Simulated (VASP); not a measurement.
# CuNi3 (I4/mmm) in VASP: a series of runs, part 2 of 2

VASP 6.6.1. The steps go on from the part before.

## Step 3: Single point, PBEsol, collinear spin, ferromagnetic start

The input, INCAR:

```
ALGO = Normal ; EDIFF = 1E-7
ENCUT = 520 ; GGA = PS
ISIF = 2 ; ISMEAR = 0
ISPIN = 2 ; LASPH = T
LCHARG = F ; LMAXMIX = 4
LORBIT = 11 ; LREAL = F
LWAVE = F ; MAGMOM = 0 2 2 2
NBANDS = 32 ; NELM = 150
PREC = Accurate ; SIGMA = 0.1
```

The input, KPOINTS:

```
Automatic mesh
0
Gamma
  9 9 9
  0.5 0.5 0.5
```

The input, POSCAR:

```
CuNi3
1.0
   -1.7562120000      1.7562120000      3.4691790000
    1.7562120000     -1.7562120000      3.4691790000
    1.7562120000      1.7562120000     -3.4691790000
Cu Ni
1 3
Direct
    0.0000000000      0.0000000000      0.0000000000
    0.7500000000      0.2500000000      0.5000000000
    0.2500000000      0.7500000000      0.5000000000
    0.5000000000      0.5000000000      0.0000000000
```

Potentials or basis: VASP PAW PBE potentials, release 64 (Cu, Ni).

The run is started by

```bash
> cat potpaw_PBE.64/Cu/POTCAR potpaw_PBE.64/Ni/POTCAR > POTCAR
> mpirun -np 1 vasp_std > vasp.out
```

OUTCAR:

```text
EDIFF = 1E-7
   ENCUT = 520
   GGA = PS
   ISIF = 2
   ISMEAR = 0
   ISPIN = 2
   LASPH = T
   LORBIT = 11
   LREAL = F
   NELM = 150
   PREC = Accurate

 ion  position               nearest neighbor table
   1  0.000  0.000  0.000-   2 2.47   3 2.47   2 2.47   3 2.47   2 2.47   3 2.47   2 2.47   3 2.47
                             4 2.48   4 2.48   4 2.48   4 2.48
   2  0.750  0.250  0.500-   4 2.47   1 2.47   1 2.47   4 2.47   1 2.47   4 2.47   4 2.47   1 2.47
                             3 2.48   3 2.48   3 2.48   3 2.48
   3  0.250  0.750  0.500-   1 2.47   4 2.47   1 2.47   4 2.47   1 2.47   4 2.47   1 2.47   4 2.47
                             2 2.48   2 2.48   2 2.48   2 2.48
   4  0.500  0.500  0.000-   3 2.47   2 2.47   2 2.47   3 2.47   2 2.47   3 2.47   3 2.47   2 2.47
                             1 2.48   1 2.48   1 2.48   1 2.48

  LATTYP: Found a body centered tetragonal cell.
 ALAT       =     3.5124240000
 C/A-ratio  =     1.9753759797

  Lattice vectors:

[... 1892 lines left out ...]

  FORCE on cell =-STRESS in cart. coord.  units (eV):
  Direction    XX          YY          ZZ          XY          YZ          ZX
  --------------------------------------------------------------------------------------
  -------------------------------------------------------------------------------------
  Total       -0.6517582     -0.6517582     -0.3997827      0.0000000     -0.0000000     -0.0000000
  in kB      -24.3981289    -24.3981289    -14.9655937      0.0000000     -0.0000000     -0.0000000
  external PRESSURE =     -21.2539505 kB  Pullay stress =       0.0000000 kB

 VOLUME and BASIS-vectors are now :
 -----------------------------------------------------------------------------
  energy-cutoff  :      520.00
  volume of cell :       42.80
      direct lattice vectors                 reciprocal lattice vectors
    -1.756212000  1.756212000  3.469179000     0.000000000  0.284703669  0.144126319
     1.756212000 -1.756212000  3.469179000     0.284703669  0.000000000  0.144126319
     1.756212000  1.756212000 -3.469179000     0.284703669  0.284703669  0.000000000

 POSITION                                       TOTAL-FORCE (eV/Angst)
 -----------------------------------------------------------------------------------
      0.00000      0.00000      0.00000        -0.000000      0.000000      0.000000
     -0.00000      1.75621      1.73459         0.000000      0.000000     -0.000000
      1.75621     -0.00000      1.73459        -0.000000     -0.000000     -0.000000
      0.00000      0.00000      3.46918        -0.000000      0.000000      0.000000
 -----------------------------------------------------------------------------------
    total drift:                               -0.000000     -0.000000     -0.000000

  FREE ENERGIE OF THE ION-ELECTRON SYSTEM (eV)
  ---------------------------------------------------
  free  energy   TOTEN  =       -22.6134628015 eV

  energy  without entropy=      -22.5888650622  energy(sigma->0) =      -22.60116393

 total charge

# of ion       s       p       d       tot
------------------------------------------
    1        0.495   0.476   9.151  10.122
    2        0.500   0.501   8.352   9.353
    3        0.500   0.501   8.352   9.353
    4        0.498   0.509   8.338   9.344
--------------------------------------------------
tot          1.992   1.987  34.193  38.172

 magnetization (x)

# of ion       s       p       d       tot
------------------------------------------
    1       -0.007  -0.016   0.027   0.004
    2       -0.004  -0.013   0.508   0.490
    3       -0.004  -0.013   0.508   0.490
    4       -0.002  -0.017   0.536   0.518
--------------------------------------------------
tot         -0.017  -0.060   1.578   1.501
```

OSZICAR:

```text
N       E                     dE             d eps       ncg     rms          rms(c)
DAV:   1     0.269505268721E+03    0.26951E+03   -0.18021E+04 10280   0.199E+03
DAV:   2    -0.641095025679E+01   -0.27592E+03   -0.26026E+03  9624   0.338E+02
DAV:   3    -0.263451132462E+02   -0.19934E+02   -0.19218E+02 10864   0.118E+02
DAV:   4    -0.266992288396E+02   -0.35412E+00   -0.35371E+00 10824   0.174E+01
DAV:   5    -0.267159987676E+02   -0.16770E-01   -0.16769E-01 14656   0.336E+00    0.225E+01
DAV:   6    -0.242715685504E+02    0.24444E+01   -0.29174E+01 11072   0.112E+02    0.125E+01
DAV:   7    -0.235465676882E+02    0.72500E+00   -0.82666E+00 11640   0.707E+01    0.151E+01
DAV:   8    -0.226836180576E+02    0.86295E+00   -0.69719E+00 11808   0.412E+01    0.356E+00
DAV:   9    -0.226262477399E+02    0.57370E-01   -0.31059E-01 13040   0.920E+00    0.144E+00
DAV:  10    -0.226176455940E+02    0.86021E-02   -0.47106E-02 11928   0.224E+00    0.688E-01
DAV:  11    -0.226140352932E+02    0.36103E-02   -0.61758E-03 13944   0.343E+00    0.269E-01
DAV:  12    -0.226135052943E+02    0.53000E-03   -0.24530E-03 14472   0.209E+00    0.123E-01
DAV:  13    -0.226134529108E+02    0.52383E-04   -0.52701E-04 12984   0.440E-01    0.421E-02
DAV:  14    -0.226134621169E+02   -0.92060E-05   -0.63085E-05 11712   0.827E-02    0.231E-02
DAV:  15    -0.226134627336E+02   -0.61677E-06   -0.64998E-06 13816   0.423E-02    0.687E-03
DAV:  16    -0.226134628015E+02   -0.67894E-07   -0.59420E-07 11904   0.137E-02
   1 F= -.22613463E+02 E0= -.22601164E+02  d E =-.245977E-01  mag=     1.4754
```

stdout:

```text
POSCAR found type information on POSCAR CuNi
 POSCAR found :  2 types and       4 ions
 scaLAPACK will be used
 -----------------------------------------------------------------------------
|                                                                             |
|                                                                             |
|     You enforced a specific xc type in the INCAR file but a different       |
|     I HOPE YOU KNOW WHAT YOU ARE DOING!                                     |
|                                                                             |
 -----------------------------------------------------------------------------

 LDA part: xc-table for (Slater+PW92), standard interpolation
 POSCAR, INCAR and KPOINTS ok, starting setup
 FFT: planning ... GRIDC
 FFT: planning ... GRID_SOFT
 FFT: planning ... GRID
 WAVECAR not read
 entering main loop
```

It took 4.6 min on 1 thread of Intel Xeon Platinum 8488C (Sapphire Rapids), shared host; peak memory 0.31 GiB.

Results:

```
Free energy                                           : -22.6135 eV
Pressure                                              : -2.1 GPa
Net moment                                            : 1.48 μB per cell
Site moments                                          : Cu +0.00; Ni +0.49, +0.52 μB
Valence electrons inside the program's atomic spheres : Cu 10.12; Ni 9.35, 9.34
```

Levels at points of the mesh, in eV from the Fermi level:
Spin up:
```
           k point  band 19  band 20  band 21  band 22  band 23  band 24
(0.50, 0.50, 0.50)    -0.39    -0.38    -0.38    -0.23     2.19     2.19
```
Spin down:
| k point | band 16 | band 17 | band 18 | band 19 | band 20 | band 21 | band 22 | band 23 | band 24 | band 25 |
| --- | --- | --- | --- | --- | --- | --- | --- | --- | --- | --- |
| (0.50, 0.50, 0.50) | -0.34 | -0.26 | -0.22 | 0.15 | 0.23 | 0.23 | 0.47 | 2.18 | 2.18 | 9.14 |

Caveat: the PAW data sets were made with another functional, which shifts forces and pressure a little.
